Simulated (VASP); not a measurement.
# NaH (Fm-3m) in VASP: settings compared

NaH is run at these levels: PBE, LDA; tasks: single point.

Program: VASP 6.6.1. These are calculated values, not measurements. Logs are shortened: lines on timing, memory, paths and dates and some standing lists are left out, and cuts for length are marked.

## Step 1: The cell of the first run

Symmetry: Fm-3m, No. 225, cubic system. The conventional cell has a = 4.880 Å, b = 4.880 Å, c = 4.880 Å, α = 90.00°, β = 90.00°, γ = 90.00°. Within 3.2 Å of Na (site symmetry m-3m) lie 6 H at 2.44 Å. H (site symmetry m-3m) has 6 Na at 2.44 Å within 3.2 Å.

## Step 2: Single point, PBE

The input, INCAR:

```
ALGO = Normal
EDIFF = 1E-6
ENCUT = 500
GGA = PE
GGA_COMPAT = F
ISIF = 2
ISMEAR = 0
LASPH = T
LCHARG = T
LELF = T
LREAL = F
LVHAR = T
LWAVE = F
NBANDS = 11
NELM = 120
PREC = Accurate
SIGMA = 0.05
```

The input, KPOINTS:

```
k-points
0
Gamma
  12 12 12
```

The input, POSCAR:

```
NaH
1.0
    0.0000000000      2.4400000000      2.4400000000
    2.4400000000      0.0000000000      2.4400000000
    2.4400000000      2.4400000000      0.0000000000
Na H
1 1
Direct
    0.0000000000      0.0000000000      0.0000000000
    0.5000000000      0.5000000000      0.5000000000
```

Potentials or basis: VASP PAW PBE potentials, release 64 (Na_pv, H).

Started as:

```
$ cat potpaw_PBE.64/Na_pv/POTCAR potpaw_PBE.64/H/POTCAR > POTCAR
$ mpirun -np 1 vasp_std > vasp.out
```

OUTCAR:

```text
EDIFF = 1E-6
   ENCUT = 500
   GGA = PE
   ISIF = 2
   ISMEAR = 0
   LASPH = T
   LREAL = F
   NELM = 120
   PREC = Accurate

 ion  position               nearest neighbor table
   1  0.000  0.000  0.000-
   2  0.500  0.500  0.500-

  LATTYP: Found a face centered cubic cell.
 ALAT       =     4.8800000000

  Lattice vectors:

 A1 = (   0.0000000000,   2.4400000000,   2.4400000000)
 A2 = (   2.4400000000,   0.0000000000,   2.4400000000)
 A3 = (   2.4400000000,   2.4400000000,   0.0000000000)

Analysis of symmetry for initial positions (statically):
=====================================================================
 Subroutine PRICEL returns:
 Original cell was already a primitive cell.

 Routine SETGRP: Setting up the symmetry group for a
 face centered cubic supercell.

 Subroutine GETGRP returns: Found 48 space group operations
 (whereof 48 operations were pure point group operations)
 out of a pool of 48 trial point group operations.

The static configuration has the point symmetry O_h .

Analysis of symmetry for dynamics (positions and initial velocities):
=====================================================================
 Subroutine PRICEL returns:
 Original cell was already a primitive cell.

 Routine SETGRP: Setting up the symmetry group for a
 face centered cubic supercell.

 Subroutine GETGRP returns: Found 48 space group operations
 (whereof 48 operations were pure point group operations)
 out of a pool of 48 trial point group operations.

The dynamic configuration has the point symmetry O_h .

 Subroutine INISYM returns: Found 48 space group operations
 (whereof 48 operations are pure point group operations),
 and found     1 'primitive' translations

----------------------------------------------------------------------------------------

                                     Primitive cell

  volume of cell :      29.0536

  direct lattice vectors                    reciprocal lattice vectors
     0.000000000  2.440000000  2.440000000    -0.204918033  0.204918033  0.204918033
     2.440000000  0.000000000  2.440000000     0.204918033 -0.204918033  0.204918033
     2.440000000  2.440000000  0.000000000     0.204918033  0.204918033 -0.204918033

  length of vectors
     3.450681092  3.450681092  3.450681092     0.354928444  0.354928444  0.354928444

  position of ions in fractional coordinates (direct lattice)
     0.000000000  0.000000000  0.000000000
     0.500000000  0.500000000  0.500000000

  ion indices of the primitive-cell ions
   primitive index   ion index
[... 77 lines left out ...]
   NSW    =      0    number of steps for IOM
   IBRION =     -1    ionic relax: 0-MD 1-quasi-New 2-CG
   NFREE  =      0    steps in history (QN), initial steepest desc. (CG)
   ISIF   =      2    stress and relaxation
   ISYM   =      2    0-nonsym 1-usesym 2-fastsym
   POTIM  = 0.5000    time-step for ionic-motion
   TEBEG  =    0.0;   TEEND  =   0.0 temperature during run
   PSTRESS=    0.0 pullay stress
   NELECT =       8.0000    total number of electrons
   NUPDOWN=      -1.0000    fix difference up-down
   EMIN   =  10.00;   EMAX   =-10.00  energy-range for DOS
   EFERMI =   0.00;   METHOD = LEGACY
   ISMEAR =     0;   SIGMA  =   0.05  broadening in eV -4-tet -1-fermi 0-gaus
   EFERMI_NEDOS =   21; number of points for ismear=-14 and -15
   IALGO  =     38    algorithm
   IMIX   =      4    mixing-type and parameters
     AMIX     =   0.40;   BMIX     =  1.00
     AMIX_MAG =   1.60;   BMIX_MAG =  1.00
  volume/ion in A,a.u.               =      14.53        98.03
  Fermi-wavevector in a.u.,A,eV,Ry     =   1.065054  2.012660 15.433636  1.134340
  Thomas-Fermi vector in A             =   2.200593
   LORBIT       =      0    0 simple, 1 ext, 2 COOP (PROOUT), +10 PAW based schemes
   GGA     = PE    functional components
   LHFCALC =     F    Hartree Fock is set to
   AEXX    =    0.0000 exact exchange contribution
   IVDW    =     0    specifies the selected vdW correction
   LEPSILON=     F    determine dielectric tensor
   LRPA    =     F    only Hartree local field effects (RPA)
 non-spin polarized calculation
 Gauss-broadening in eV      SIGMA  =   0.05
  energy-cutoff  :      500.00
  volume of cell :       29.05
 maximum number of plane-waves:       754
 NGX is ok and might be reduce to    28
   NGX = 13   NGY = 13   NGZ = 13

 number of electron       8.0000008 magnetization

 Free energy of the ion-electron system (eV)
  ---------------------------------------------------
  ext. energy  EPLUGINS =         0.00000000
  ---------------------------------------------------
  free energy    TOTEN  =        -5.08583533 eV

  energy without entropy =       -5.08583533  energy(sigma->0) =       -5.08583533

 E-fermi :  -0.9430     XC(G=0):  -7.6725

 val. band max:       -1.2049054565   @ k =  -0.2500   0.5000   0.2500
 cond. band min:       2.5064531104   @ k =   0.5000   0.0000   0.0000
 fundamental gap:      3.7113585670
 Fermi energy:        -0.9429651482

 k-point     1 :       0.0000    0.0000    0.0000
  band No.  band energies     occupation
      1     -23.3598      2.00000
      2     -23.3598      2.00000
      3     -23.3598      2.00000
      4      -4.7407      2.00000
      5       8.9583      0.00000
      6      14.1798      0.00000
      7      14.1798      0.00000
      8      14.1798      0.00000
      9      14.9678      0.00000
     10      14.9678      0.00000
     11      14.9678      0.00000
[... 309 lines left out ...]
 k-point    24 :      -0.4167    0.1667    0.0000
  band No.  band energies     occupation
      1     -23.4356      2.00000
      2     -23.3846      2.00000
      3     -23.3730      2.00000
      4      -1.8536      2.00000
      5       3.0285      0.00000
      6       7.1528      0.00000
      7      11.1701      0.00000
      8      11.9822      0.00000
      9      15.4601      0.00000
     10      16.5185      0.00000
     11      20.0721      0.00000

 [... further k-points ...]
[... 5 lines left out ...]
  --------------------------------------------------------------------------------------
  -------------------------------------------------------------------------------------
  Total       -0.1313992     -0.1313992     -0.1313992      0.0000000     -0.0000000      0.0000000
  in kB       -7.2460940     -7.2460940     -7.2460940      0.0000000     -0.0000000      0.0000000
  external PRESSURE =      -7.2460940 kB  Pullay stress =       0.0000000 kB

 VOLUME and BASIS-vectors are now :
 -----------------------------------------------------------------------------
  energy-cutoff  :      500.00
  volume of cell :       29.05
      direct lattice vectors                 reciprocal lattice vectors
     0.000000000  2.440000000  2.440000000    -0.204918033  0.204918033  0.204918033
     2.440000000  0.000000000  2.440000000     0.204918033 -0.204918033  0.204918033
     2.440000000  2.440000000  0.000000000     0.204918033  0.204918033 -0.204918033

 POSITION                                       TOTAL-FORCE (eV/Angst)
 -----------------------------------------------------------------------------------
      0.00000      0.00000      0.00000         0.000000      0.000000      0.000000
      2.44000      2.44000      2.44000        -0.000000     -0.000000     -0.000000
 -----------------------------------------------------------------------------------
    total drift:                               -0.000000     -0.000000     -0.000000

  FREE ENERGIE OF THE ION-ELECTRON SYSTEM (eV)
  ---------------------------------------------------
  free  energy   TOTEN  =        -5.0858353308 eV

  energy  without entropy=       -5.0858353308  energy(sigma->0) =       -5.08583533
```

It took 12 s on 1 thread of Intel Xeon 6975P-C (Granite Rapids), shared host; peak memory 0.15 GiB.

What came out:

```yaml
Free_energy: -5.0858 eV
Pressure: -0.7 GPa
Band_gap_on_the_k_mesh: 3.71 eV (least direct gap 4.55 eV)
```

Levels at points of the mesh, in eV from the valence-band top:
```
           k point  band 1  band 2  band 3  band 4  band 5  band 6  band 7  band 8  band 9
(0.00, 0.00, 0.00)  -22.15  -22.15  -22.15   -3.54   10.16   15.38   15.38   15.38   16.17
(0.50, 0.00, 0.00)  -22.24  -22.17  -22.17   -0.84    3.71   10.58   13.20   13.20   16.06
(0.50, 0.50, 0.00)  -22.23  -22.18  -22.18   -0.17    4.58    9.92   10.49   10.49   11.47
```

A k mesh can miss the band edges.

## Step 3: Single point, LDA

The input, INCAR:

```
SYSTEM = NaH
PREC = Accurate
ENCUT = 500
EDIFF = 1E-6
ISMEAR = 0
SIGMA = 0.05
LREAL = .False.
LASPH = .True.
NELM = 120
ALGO = Normal
ISIF = 2
LWAVE = .False.
LCHARG = .False.
GGA = CA
NBANDS = 11
GGA_COMPAT = .False.
```

The input, KPOINTS:

```
regular mesh
0
Gamma
  12 12 12
  0 0 0
```

POSCAR is that of step 2.

Potentials or basis: VASP PAW LDA potentials, release 64 (Na_pv, H).

Started as:

```
$ cat potpaw_LDA.64/Na_pv/POTCAR potpaw_LDA.64/H/POTCAR > POTCAR
$ mpirun -np 1 vasp_std > vasp.out
```

Wall time 10 s (1 thread of Intel Xeon 6975P-C (Granite Rapids), shared host); peak memory 0.13 GiB.

The run converged. Its results:

| Property | Result |
| --- | --- |
| Free energy | -5.3794 eV |
| Pressure | -2.7 GPa |
| Band gap on the k mesh | 3.36 eV (least direct gap 4.26 eV) |

Levels at points of the mesh, in eV from the valence-band top:
| k point | band 1 | band 2 | band 3 | band 4 | band 5 | band 6 | band 7 | band 8 | band 9 |
| --- | --- | --- | --- | --- | --- | --- | --- | --- | --- |
| (0.00, 0.00, 0.00) | -22.22 | -22.22 | -22.22 | -3.71 | 10.13 | 14.98 | 14.98 | 14.98 | 15.89 |
| (0.50, 0.00, 0.00) | -22.31 | -22.24 | -22.24 | -0.90 | 3.36 | 10.38 | 12.89 | 12.89 | 15.61 |
| (0.50, 0.50, 0.00) | -22.30 | -22.26 | -22.26 | -0.19 | 4.25 | 9.57 | 10.15 | 10.15 | 11.12 |

A k mesh can miss the band edges. LDA gaps usually lie below the measured ones, often by a third to a half.
